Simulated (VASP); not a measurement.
# Sc2F (P4_2/nmc) in VASP: notebook

Sc2F is run at these levels: r2SCAN; tasks: single point.

Everything below comes from runs of VASP 6.6.1. Logs are shortened: lines on timing, memory, paths and dates and some standing lists are left out, and cuts for length are marked.

## (1) The cell of the first run

It takes space group P4_2/nmc (No. 137, tetragonal). The conventional cell has a = 4.180 Å, b = 4.180 Å, c = 6.018 Å, α = 90.00°, β = 90.00°, γ = 90.00°. Sc (site symmetry 2mm) has 4 F at 2.42 to 2.75 Å and 6 Sc at 3.01 Å within 3.2 Å. F (site symmetry -4m2) has 8 Sc at 2.42 to 2.75 Å within 3.2 Å.

## (2) Single point, r2SCAN

Contents of POSCAR:

```
Sc2F
1.0
    4.1802695497      0.0000000000      0.0000000000
    0.0000000000      4.1802695497      0.0000000000
    0.0000000000      0.0000000000      6.0179793272
Sc F
4 2
Direct
    0.0000000000      0.5000000000      0.2030000000
    0.0000000000      0.5000000000      0.7030000000
    0.5000000000      0.0000000000      0.2970000000
    0.5000000000      0.0000000000      0.7970000000
    0.0000000000      0.0000000000      0.0000000000
    0.5000000000      0.5000000000      0.5000000000
```

Contents of INCAR.step1:

```
PREC = Accurate
ENCUT = 520
ISMEAR = 0
SIGMA = 0.1
LREAL = F
LASPH = T
NELM = 100
NBANDS = 38
GGA = PE
ALGO = Normal
EDIFF = 1E-4
LWAVE = T
LCHARG = F
```

Contents of INCAR.step2:

```
PREC = Accurate
ENCUT = 520
EDIFF = 1E-6
ISMEAR = 0
SIGMA = 0.1
LREAL = F
LASPH = T
NELM = 100
ALGO = Normal
ISIF = 2
LWAVE = F
LCHARG = F
METAGGA = R2SCAN
LMIXTAU = T
NBANDS = 38
ISTART = 1
```

Contents of KPOINTS:

```
Automatic mesh
0
Gamma
  4 4 4
```

Potentials or basis: VASP PAW PBE potentials, release 64 (Sc_sv, F).

Started as:

```sh
cat potpaw_PBE.64/Sc_sv/POTCAR potpaw_PBE.64/F/POTCAR > POTCAR
cp INCAR.step1 INCAR
mpirun -np 1 vasp_std > vasp.out
cp INCAR.step2 INCAR
mpirun -np 1 vasp_std > vasp.out
```

OUTCAR:

```text
PREC = Accurate
   ENCUT = 520
   EDIFF = 1E-6
   ISMEAR = 0
   LREAL = F
   LASPH = T
   NELM = 100
   ISIF = 2
   METAGGA = R2SCAN
   ISTART = 1

 ion  position               nearest neighbor table
   1  0.000  0.500  0.203-   5 2.42   5 2.42   2 3.01   2 3.01   3 3.01   3 3.01   3 3.01   3 3.01

   2  0.000  0.500  0.703-   6 2.42   6 2.42   1 3.01   1 3.01   4 3.01   4 3.01   4 3.01   4 3.01

   3  0.500  0.000  0.297-   6 2.42   6 2.42   4 3.01   4 3.01   1 3.01   1 3.01   1 3.01   1 3.01

   4  0.500  0.000  0.797-   5 2.42   5 2.42   3 3.01   3 3.01   2 3.01   2 3.01   2 3.01   2 3.01

   5  0.000  0.000  0.000-   1 2.42   4 2.42   1 2.42   4 2.42
   6  0.500  0.500  0.500-   2 2.42   3 2.42   3 2.42   2 2.42

  LATTYP: Found a simple tetragonal cell.
 ALAT       =     4.1802695497
 C/A-ratio  =     1.4396151386

  Lattice vectors:

 A1 = (   4.1802695497,   0.0000000000,   0.0000000000)
 A2 = (   0.0000000000,   4.1802695497,   0.0000000000)
 A3 = (   0.0000000000,   0.0000000000,   6.0179793272)

Analysis of symmetry for initial positions (statically):
=====================================================================
 Subroutine PRICEL returns:
 Original cell was already a primitive cell.

 Routine SETGRP: Setting up the symmetry group for a
 simple tetragonal supercell.

 Subroutine GETGRP returns: Found 16 space group operations
 (whereof  8 operations were pure point group operations)
 out of a pool of 16 trial point group operations.

The static configuration has the point symmetry D_2d.
 The point group associated with its full space group is D_4h.

Analysis of symmetry for dynamics (positions and initial velocities):
=====================================================================
 Subroutine PRICEL returns:
 Original cell was already a primitive cell.

 Routine SETGRP: Setting up the symmetry group for a
 simple tetragonal supercell.

 Subroutine GETGRP returns: Found 16 space group operations
 (whereof  8 operations were pure point group operations)
 out of a pool of 16 trial point group operations.

The dynamic configuration has the point symmetry D_2d.
 The point group associated with its full space group is D_4h.

 Subroutine INISYM returns: Found 16 space group operations
 (whereof  8 operations are pure point group operations),
 and found     1 'primitive' translations

----------------------------------------------------------------------------------------

                                     Primitive cell

  volume of cell :     105.1621

  direct lattice vectors                    reciprocal lattice vectors
     4.180269550  0.000000000  0.000000000     0.239219024  0.000000000  0.000000000
     0.000000000  4.180269550  0.000000000     0.000000000  0.239219024  0.000000000
     0.000000000  0.000000000  6.017979327     0.000000000  0.000000000  0.166168733

  length of vectors
     4.180269550  4.180269550  6.017979327     0.239219024  0.239219024  0.166168733

  position of ions in fractional coordinates (direct lattice)
     0.000000000  0.500000000  0.203000000
     0.000000000  0.500000000  0.703000000
     0.500000000  0.000000000  0.297000000
     0.500000000  0.000000000  0.797000000
     0.000000000  0.000000000  0.000000000
     0.500000000  0.500000000  0.500000000

  ion indices of the primitive-cell ions
   primitive index   ion index
                 1           1
                 2           2
                 3           3
                 4           4
                 5           5
                 6           6

----------------------------------------------------------------------------------------

 KPOINTS: Automatic mesh

Automatic generation of k-mesh.
 Grid dimensions read from file:
 generate k-points for:    4    4    4

 Generating k-lattice:

  Cartesian coordinates                     Fractional coordinates (reciprocal lattice)
     0.059804756  0.000000000  0.000000000     0.250000000  0.000000000  0.000000000
     0.000000000  0.059804756  0.000000000     0.000000000  0.250000000  0.000000000
     0.000000000  0.000000000  0.041542183     0.000000000  0.000000000  0.250000000

  Length of vectors
     0.059804756  0.059804756  0.041542183

  Shift w.r.t. Gamma in fractional coordinates (k-lattice)
     0.000000000  0.000000000  0.000000000

 Subroutine IBZKPT returns following result:
 ===========================================

 Found     18 irreducible k-points:

 Following reciprocal coordinates:
            Coordinates               Weight
  0.000000  0.000000  0.000000      1.000000
  0.250000  0.000000  0.000000      4.000000
  0.500000  0.000000  0.000000      2.000000
  0.250000  0.250000  0.000000      4.000000
  0.500000  0.250000  0.000000      4.000000
  0.500000  0.500000  0.000000      1.000000
[... 10 lines left out ...]
  0.500000  0.250000  0.500000      4.000000
  0.500000  0.500000  0.500000      1.000000
   k-points           NKPTS =     18   k-points in BZ     NKDIM =     18   number of bands    NBANDS=     38
   number of dos      NEDOS =    301   number of ions     NIONS =      6
   total plane-waves  NPLWV =  49152
   dimension x,y,z NGX =    32 NGY =   32 NGZ =   48
   dimension x,y,z NGXF=    64 NGYF=   64 NGZF=   96
   ions per type =               4   2
   NGX,Y,Z   is equivalent  to a cutoff of  12.73, 12.73, 13.26 a.u.
   NGXF,Y,Z  is equivalent  to a cutoff of  25.45, 25.45, 26.52 a.u.
 SYSTEM =  unknown system
   PREC   = accura    normal or accurate (medium, high low for compatibility)
   ISTART =      1    job   : 0-new  1-cont  2-samecut
   ICHARG =      0    charge: 1-file 2-atom 10-const
   ISPIN  =      1    spin polarized calculation?
   LNONCOLLINEAR =      F non collinear calculations
   LSORBIT =      F    spin-orbit coupling
   LASPH  =      T    aspherical Exc in radial PAW
   ENCUT  =  520.0 eV  38.22 Ry    6.18 a.u.   7.77  7.77 11.19*2*pi/ulx,y,z
   NELM   =    100;   NELMIN=  2; NELMDL=  0     # of ELM steps
   EDIFF  = 0.1E-05   stopping-criterion for ELM
   LREAL  =      F    real-space projection
   EDIFFG = 0.1E-04   stopping-criterion for IOM
   NSW    =      0    number of steps for IOM
   IBRION =     -1    ionic relax: 0-MD 1-quasi-New 2-CG
   NFREE  =      0    steps in history (QN), initial steepest desc. (CG)
   ISIF   =      2    stress and relaxation
   ISYM   =      2    0-nonsym 1-usesym 2-fastsym
   POTIM  = 0.5000    time-step for ionic-motion
   TEBEG  =    0.0;   TEEND  =   0.0 temperature during run
   PSTRESS=    0.0 pullay stress
   NELECT =      58.0000    total number of electrons
   NUPDOWN=      -1.0000    fix difference up-down
   EMIN   =  10.00;   EMAX   =-10.00  energy-range for DOS
   EFERMI =   0.00;   METHOD = LEGACY
   ISMEAR =     0;   SIGMA  =   0.10  broadening in eV -4-tet -1-fermi 0-gaus
   EFERMI_NEDOS =   21; number of points for ismear=-14 and -15
   IALGO  =     38    algorithm
   IMIX   =      4    mixing-type and parameters
     AMIX     =   0.40;   BMIX     =  1.00
     AMIX_MAG =   1.60;   BMIX_MAG =  1.00
  volume/ion in A,a.u.               =      17.53       118.28
  Fermi-wavevector in a.u.,A,eV,Ry     =   1.342552  2.537055 24.523760  1.802446
  Thomas-Fermi vector in A             =   2.470697
   LORBIT       =      0    0 simple, 1 ext, 2 COOP (PROOUT), +10 PAW based schemes
   METAGGA = R2SCAN    functional components
   LHFCALC =     F    Hartree Fock is set to
   AEXX    =    0.0000 exact exchange contribution
   IVDW    =     0    specifies the selected vdW correction
   LEPSILON=     F    determine dielectric tensor
   LRPA    =     F    only Hartree local field effects (RPA)
 non-spin polarized calculation
 Gauss-broadening in eV      SIGMA  =   0.10
  energy-cutoff  :      520.00
  volume of cell :      105.16
 maximum number of plane-waves:      2856
 NGX is ok and might be reduce to    32
   NGX = 15   NGY = 15   NGZ = 23

 number of electron      57.9999976 magnetization

 Free energy of the ion-electron system (eV)
  ---------------------------------------------------
  ext. energy  EPLUGINS =         0.00000000
  ---------------------------------------------------
  free energy    TOTEN  =       -56.46991844 eV

  energy without entropy =      -56.41676914  energy(sigma->0) =      -56.44334379

 E-fermi :   5.1894     XC(G=0): -10.9373

 val. band max:        5.1844011701   @ k =   0.2500   0.0000   0.0000
 cond. band min:       5.1925386823   @ k =   0.5000   0.2500   0.0000
 fundamental gap:      0.0081375122
 Fermi energy:         5.1893996024

 k-point     1 :       0.0000    0.0000    0.0000
  band No.  band energies     occupation
      1     -46.7976      2.00000
      2     -46.7351      2.00000
      3     -46.6818      2.00000
      4     -46.6318      2.00000
      5     -24.8812      2.00000
      6     -24.7079      2.00000
[... 30 lines left out ...]
     37       7.0818      0.00000
     38       7.9494      0.00000

 k-point     2 :       0.2500    0.0000    0.0000
  band No.  band energies     occupation
      1     -46.7803      2.00000
      2     -46.7197      2.00000
      3     -46.6984      2.00000
      4     -46.6466      2.00000
      5     -24.8922      2.00000
      6     -24.6605      2.00000
[... 30 lines left out ...]
     37       7.5586      0.00000
     38       7.9394      0.00000

 k-point     3 :       0.5000    0.0000    0.0000
  band No.  band energies     occupation
      1     -46.7389      2.00000
      2     -46.7389      2.00000
      3     -46.6828      2.00000
      4     -46.6828      2.00000
      5     -24.7997      2.00000
      6     -24.7997      2.00000
[... 30 lines left out ...]
     37       7.6514      0.00000
[... 535 lines left out ...]
 k-point    17 :       0.5000    0.2500    0.5000
  band No.  band energies     occupation
      1     -46.7105      2.00000
      2     -46.7105      2.00000
      3     -46.7103      2.00000
      4     -46.7103      2.00000
      5     -24.8393      2.00000
      6     -24.8393      2.00000
[... 30 lines left out ...]
     37       7.3376      0.00000
     38       7.3377      0.00000

 k-point    18 :       0.5000    0.5000    0.5000
  band No.  band energies     occupation
      1     -46.7099      2.00000
      2     -46.7099      2.00000
      3     -46.7099      2.00000
      4     -46.7099      2.00000
      5     -24.9373      2.00000
      6     -24.9373      2.00000
[... 30 lines left out ...]
     37       6.9481      0.00000
     38       6.9481      0.00000

------------------------ aborting loop because EDIFF is reached ----------------------------------------

  FORCE on cell =-STRESS in cart. coord.  units (eV):
  Direction    XX          YY          ZZ          XY          YZ          ZX
  --------------------------------------------------------------------------------------
  -------------------------------------------------------------------------------------
  Total        0.7851085      0.7851085      1.2021200      0.0000000      0.0000000      0.0000000
  in kB       11.9613718     11.9613718     18.3146715      0.0000000      0.0000000      0.0000000
  external PRESSURE =      14.0791384 kB  Pullay stress =       0.0000000 kB

 VOLUME and BASIS-vectors are now :
 -----------------------------------------------------------------------------
  energy-cutoff  :      520.00
  volume of cell :      105.16
      direct lattice vectors                 reciprocal lattice vectors
     4.180269550  0.000000000  0.000000000     0.239219024  0.000000000  0.000000000
     0.000000000  4.180269550  0.000000000     0.000000000  0.239219024  0.000000000
     0.000000000  0.000000000  6.017979327     0.000000000  0.000000000  0.166168733

 POSITION                                       TOTAL-FORCE (eV/Angst)
 -----------------------------------------------------------------------------------
      0.00000      2.09013      1.22165        -0.000000      0.000000     -0.839399
      0.00000      2.09013      4.23064        -0.000000      0.000000     -0.839399
      2.09013      0.00000      1.78734         0.000000      0.000000      0.839399
      2.09013      0.00000      4.79633         0.000000      0.000000      0.839399
      0.00000      0.00000      0.00000        -0.000000      0.000000      0.000000
      2.09013      2.09013      3.00899         0.000000     -0.000000      0.000000
 -----------------------------------------------------------------------------------
    total drift:                                0.000000      0.000000      0.000000

  FREE ENERGIE OF THE ION-ELECTRON SYSTEM (eV)
  ---------------------------------------------------
  free  energy   TOTEN  =       -56.4699184400 eV

  energy  without entropy=      -56.4167691378  energy(sigma->0) =      -56.44334379
```

Wall time 4.2 min (1 thread of Intel Xeon Platinum 8259CL at 2.50GHz (Skylake/Cascade Lake), shared host); peak memory 0.25 GiB.

Results:

* Free energy: -56.4699 eV
* Pressure: 1.4 GPa
* Largest force: 0.839 eV/Å
* Band gap on the k mesh: zero (bands 29 and 30 overlap by 0.53 eV)

Forces in eV/Å, atoms in the order of the input:
```
Sc   0.000  0.000 -0.839
Sc   0.000  0.000 -0.839
Sc   0.000  0.000  0.839
Sc   0.000  0.000  0.839
F    0.000  0.000  0.000
F    0.000  0.000  0.000
```

Stress tensor (GPa, compression positive):
```
1.20 0.00 0.00
0.00 1.20 0.00
0.00 0.00 1.83
```

Levels at points of the mesh, in eV from the Fermi level:
| k point | band 26 | band 27 | band 28 | band 29 | band 30 | band 31 | band 32 | band 33 | band 34 | band 35 |
| --- | --- | --- | --- | --- | --- | --- | --- | --- | --- | --- |
| (0.00, 0.00, 0.00) | -2.01 | -0.75 | -0.70 | -0.54 | -0.21 | 0.03 | 0.95 | 0.95 | 1.02 | 1.82 |
| (0.50, 0.00, 0.00) | -2.06 | -0.72 | -0.72 | 0.07 | 0.07 | 0.63 | 0.63 | 1.00 | 1.00 | 1.58 |
| (0.50, 0.50, 0.00) | -1.80 | -0.55 | -0.55 | -0.09 | -0.09 | 0.06 | 0.06 | 1.44 | 1.44 | 1.89 |
| (0.00, 0.00, 0.50) | -2.72 | -0.79 | -0.79 | -0.39 | -0.39 | 0.96 | 0.96 | 1.37 | 1.37 | 1.40 |
| (0.50, 0.00, 0.50) | -1.68 | 0.08 | 0.08 | 0.14 | 0.14 | 0.39 | 0.39 | 1.00 | 1.00 | 1.03 |
| (0.50, 0.50, 0.50) | -1.63 | -0.23 | -0.23 | -0.23 | -0.23 | 1.19 | 1.19 | 1.19 | 1.19 | 1.33 |

Caveat: the k points lie up to 0.38 Å⁻¹ apart, too coarse for converged energies and pressures of a metal; the PAW data sets were made with another functional, which shifts forces and pressure a little.

## (3) Single point, r2SCAN

This run uses another cell than the first one, of 19.60 Å³/atom.

Contents of POSCAR:

```
Sc2F
1.0
    3.4723014898      0.0000000000      0.0000000000
    0.0000000000      3.4723014898      0.0000000000
    0.0000000000      0.0000000000      9.7551985139
Sc F
4 2
Direct
    0.0000000000      0.5000000000      0.1261577506
    0.0000000000      0.5000000000      0.6261577506
    0.5000000000      0.0000000000      0.3738422494
    0.5000000000      0.0000000000      0.8738422494
    0.0000000000      0.0000000000      0.0000000000
    0.5000000000      0.5000000000      0.5000000000
```

Contents of INCAR.step1:

```
PREC = Accurate ; ENCUT = 520
ISMEAR = 0 ; SIGMA = 0.1
LREAL = F ; LASPH = T
NELM = 60 ; NBANDS = 38
GGA = PE ; ALGO = Normal
EDIFF = 1E-4 ; LWAVE = T
LCHARG = F
```

Contents of INCAR.step2:

```
PREC = Accurate ; ENCUT = 520
EDIFF = 1E-6 ; ISMEAR = 0
SIGMA = 0.1 ; LREAL = F
LASPH = T ; NELM = 60
ALGO = Normal ; ISIF = 2
LWAVE = F ; LCHARG = F
METAGGA = R2SCAN ; LMIXTAU = T
NBANDS = 38 ; ISTART = 1
```

KPOINTS is that of step 2.

Potentials or basis: VASP PAW PBE potentials, release 64 (Sc_sv, F).

Started as:

```sh
cat potpaw_PBE.64/Sc_sv/POTCAR potpaw_PBE.64/F/POTCAR > POTCAR
cp INCAR.step1 INCAR
mpirun -np 1 vasp_std > vasp.out
cp INCAR.step2 INCAR
mpirun -np 1 vasp_std > vasp.out
```

Wall time 7 min (1 thread of Intel Xeon Platinum 8259CL at 2.50GHz (Skylake/Cascade Lake), shared host); peak memory 0.28 GiB.

Results (log left out):

- Free energy: -61.7785 eV
- Pressure: 0.6 GPa
- Largest force: 0.090 eV/Å
- Band gap on the k mesh: zero (bands 29 and 30 overlap by 0.76 eV)

Forces on the atoms (eV/Å):
```
Sc   0.000  0.000  0.090
Sc   0.000  0.000  0.090
Sc   0.000  0.000 -0.090
Sc   0.000  0.000 -0.090
F    0.000  0.000  0.000
F    0.000  0.000  0.000
```

Levels at points of the mesh, in eV from the Fermi level:
```csv
k point,band 25,band 26,band 27,band 28,band 29,band 30,band 31,band 32
"(0.00, 0.00, 0.00)",-4.33,-2.90,-2.22,-0.94,0.34,0.37,1.32,1.57
"(0.50, 0.00, 0.00)",-1.72,-1.72,-0.97,-0.97,0.19,0.19,1.27,1.27
"(0.50, 0.50, 0.00)",-0.65,-0.65,-0.57,-0.57,-0.21,-0.21,-0.11,-0.11
"(0.00, 0.00, 0.50)",-3.83,-3.83,-1.34,-1.34,0.26,0.26,1.69,1.69
"(0.50, 0.00, 0.50)",-1.71,-1.71,-0.98,-0.98,0.16,0.16,1.26,1.26
"(0.50, 0.50, 0.50)",-0.65,-0.65,-0.41,-0.41,-0.41,-0.41,-0.11,-0.11
```

Caveat: the k points lie up to 0.45 Å⁻¹ apart, too coarse for converged energies and pressures of a metal; the PAW data sets were made with another functional, which shifts forces and pressure a little.

[end of part 1 of 2]

The gap in the log of VASP goes by the Fermi energy; the results here count the filled bands.